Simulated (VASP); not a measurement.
The system is Si4Mo3.

```
Si Mo
1.0
    -3.13981    3.13981    3.13981
     3.13981   -3.13981    3.13981
     3.13981    3.13981   -3.13981
Si Mo
4 3
Direct
  0.46864 0.46864 0.46864
  0.00000 0.00000 0.53136
  0.00000 0.53136 0.00000
  0.53136 0.00000 0.00000
  0.00000 0.50000 0.50000
  0.50000 0.00000 0.50000
  0.50000 0.50000 0.00000
```

The cell was built from a structure type or drawn by symmetry, and may not be a known phase.

```yaml
Program: VASP 6.6.1
Task: relaxation of cell and atoms
Functional: PBE
Potentials_or_basis: VASP PAW PBE potentials, release 64 (Si, Mo_sv)
Cutoff: 500 eV
k_mesh: 4 × 4 × 4
Occupations: gaussian, width 0.2 eV
Spin: no spin polarisation
```

At the start: pressure -17.1 GPa; volume 17.69 Å³/atom.

Question: How do energy, volume and symmetry change on relaxing?

Answer: Over 15 steps the energy falls by 158.3 meV/atom and the volume is 15.61 Å³/atom (-11.7 %); space group I-43m (No. 217, to 0.1 Å) before and after.

Step by step:
```csv
step,energy change (eV),largest force (eV/Å),pressure (GPa),volume (Å³)
1,0.0000,0.1510,-17.05,123.81
2,0.6050,0.0574,36.39,93.05
3,-0.9216,0.1241,-0.76,108.93
4,-0.9228,0.1231,-0.12,108.52
5,-0.9226,0.1223,0.34,108.23
6,-0.9252,0.1268,-0.38,108.69
7,-0.9258,0.1304,-0.95,109.06
8,-0.9269,0.1317,-0.95,109.07
9,-0.9301,0.1354,-0.98,109.09
10,-0.9368,0.1423,-1.02,109.14
11,-0.9511,0.1540,-1.11,109.24
12,-0.9822,0.1670,-1.27,109.43
13,-1.0427,0.1386,-1.56,109.81
14,-1.0926,0.0349,-2.36,110.59
15,-1.1080,0.0407,-0.43,109.27
```

Final structure:
```yaml
crystal:
  lattice:
    - [-3.01172, 3.01172, 3.01172]
    - [3.01172, -3.01172, 3.01172]
    - [3.01172, 3.01172, -3.01172]
  atoms:
    - { symbol: Si, position: [0.38518, 0.38518, 0.38518] }
    - { symbol: Si, position: [0.00000, 0.00000, 0.61482] }
    - { symbol: Si, position: [0.00000, 0.61482, 0.00000] }
    - { symbol: Si, position: [0.61482, 0.00000, 0.00000] }
    - { symbol: Mo, position: [0.00000, 0.50000, 0.50000] }
    - { symbol: Mo, position: [0.50000, 0.00000, 0.50000] }
    - { symbol: Mo, position: [0.50000, 0.50000, 0.00000] }
```

Caveat: the relaxation stopped at a loose force limit of 0.08 eV/Å, so its end isn't a converged minimum.
